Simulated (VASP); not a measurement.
Input of a VASP 6.6.1 run:

INCAR

```
PREC = Accurate
ENCUT = 520
EDIFF = 1E-8
ISMEAR = -1
SIGMA = 0.05
LREAL = False
LASPH = True
NELM = 60
ALGO = Normal
ISIF = 2
LWAVE = False
LCHARG = False
GGA = PS
LEFG = True
NBANDS = 11
```

KPOINTS

```
Automatic mesh
0
Gamma
  10 10 10
```

File POSCAR:

```
Ba
1.0
   -2.5165567739      2.5165567739      2.5165567739
    2.5165567739     -2.5165567739      2.5165567739
    2.5165567739      2.5165567739     -2.5165567739
Ba
1
Direct
    0.0000000000      0.0000000000      0.0000000000
```

Potentials or basis: VASP PAW PBE potentials, release 64 (Ba_sv).

Command:

```sh
$ cat potpaw_PBE.64/Ba_sv/POTCAR > POTCAR
$ mpirun -np 1 vasp_std > vasp.out
```

Q: Estimate the band gap on the k mesh.

A: Zero (band 5 reaches 1.81 eV, above the bottom of band 6 at 0.98 eV).

Q: What does it give for the pressure?

A: -0.7 GPa.

Caveat: without QUAD_EFG the Cq values of the log hold for a quadrupole moment of 1 mb, not for the nuclei; the PAW data sets were made with another functional, which shifts forces and pressure a little; spin-orbit coupling is left out, which moves the levels of the heavy elements.
